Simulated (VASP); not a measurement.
Set up this calculation in VASP 6.6.1, as the native input.

```yaml
Task: single point
Functional: PBEsol
Potentials_or_basis: VASP PAW PBE potentials, release 64 (V_sv, Al, C)
Cutoff: 520 eV
k_mesh: 9 × 9 × 2
Occupations: fermi-dirac, width 0.05 eV
Spin: collinear spin, ferromagnetic start
Starting_moments: "[2.0, 2.0, 2.0, 2.0, 0.0, 0.0, 0.0, 0.0] μB"
Dipole_correction: no
Further_INCAR_settings: ALGO = Normal; EDIFF = 1e-06; NBANDS = 47
```

The structure of AlV2C lies in POSCAR:

```
AlV2C
1.0
    2.8875990726      0.0000000000      0.0000000000
   -1.4437995363      2.5007341528      0.0000000000
    0.0000000000      0.0000000000     13.3669195722
V Al C
4 2 2
Direct
    0.3333333333      0.6666666667      0.9136157800
    0.6666666667      0.3333333333      0.0863842200
    0.6666666667      0.3333333333      0.4136157800
    0.3333333333      0.6666666667      0.5863842200
    0.6666666667      0.3333333333      0.7500000000
    0.3333333333      0.6666666667      0.2500000000
    0.0000000000      0.0000000000      0.5000000000
    0.0000000000      0.0000000000      0.0000000000
```

One way to write it, as run:

INCAR

```
SYSTEM = AlV2C
PREC = Accurate
ENCUT = 520
EDIFF = 1E-6
ISMEAR = -1
SIGMA = 0.05
LREAL = .False.
LASPH = .True.
NELM = 150
ALGO = Normal
ISIF = 2
LWAVE = .False.
LCHARG = .False.
ISPIN = 2
MAGMOM = 2 2 2 2 0 0 0 0
LORBIT = 11
LMAXMIX = 4
GGA = PS
NBANDS = 47
```

KPOINTS

```
regular mesh
0
Gamma
  9 9 2
  0 0 0
```

Potentials or basis: VASP PAW PBE potentials, release 64 (V_sv, Al, C).

Run with:

```bash
$ cat potpaw_PBE.64/V_sv/POTCAR potpaw_PBE.64/Al/POTCAR potpaw_PBE.64/C/POTCAR > POTCAR
$ mpirun -np 1 vasp_std > vasp.out
```

Results of the run:

```json
{
 "Pressure": "-7.4 GPa",
 "Largest force": "0.820 eV/Å",
 "Band gap on the k mesh": "zero (filled and empty bands overlap)",
 "Net moment": "0.00 μB per cell",
 "Valence electrons inside the program's atomic spheres": "V 11.69; Al 0.81; C 2.44"
}
```

Caveat: the cell stands under tension; the PAW data sets were made with another functional, which shifts forces and pressure a little.

Wall time 2.1 min on 1 thread of Intel(R) Xeon(R) 6975P-C (Granite Rapids), on a shared host, peak memory 0.37 GiB.
